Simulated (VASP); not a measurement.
Here is a VASP 6.6.1 calculation.

Contents of INCAR:

```
SYSTEM = MgO
PREC = Accurate
ENCUT = 520
EDIFF = 1E-6
ISMEAR = -1
SIGMA = 0.05
LREAL = .False.
LASPH = .True.
NELM = 60
ALGO = Normal
ISIF = 2
LWAVE = .False.
LCHARG = .True.
GGA = PE
LELF = .True.
LVHAR = .True.
NBANDS = 11
```

KPOINTS

```
Automatic mesh
0
Gamma
  10 10 10
  0 0 0
```

The input POSCAR:

```
MgO
1.0
    0.0000000000      2.3061600000      2.3061600000
    2.3061600000      0.0000000000      2.3061600000
    2.3061600000      2.3061600000      0.0000000000
Mg O
1 1
Direct
    0.5000000000      0.5000000000      0.5000000000
    0.7500000000      0.7500000000      0.7500000000
```

Potentials or basis: VASP PAW PBE potentials, release 64 (Mg, O).

Run with:

```sh
$ cat potpaw_PBE.64/Mg/POTCAR potpaw_PBE.64/O/POTCAR > POTCAR
$ mpirun -np 1 vasp_std > vasp.out
```

Estimate the band gap on the k mesh.

3.47 eV, direct.

Estimate the pressure.

-0.4 GPa.

Expect the measured gap to be larger: semilocal functionals such as PBE lack the derivative discontinuity.
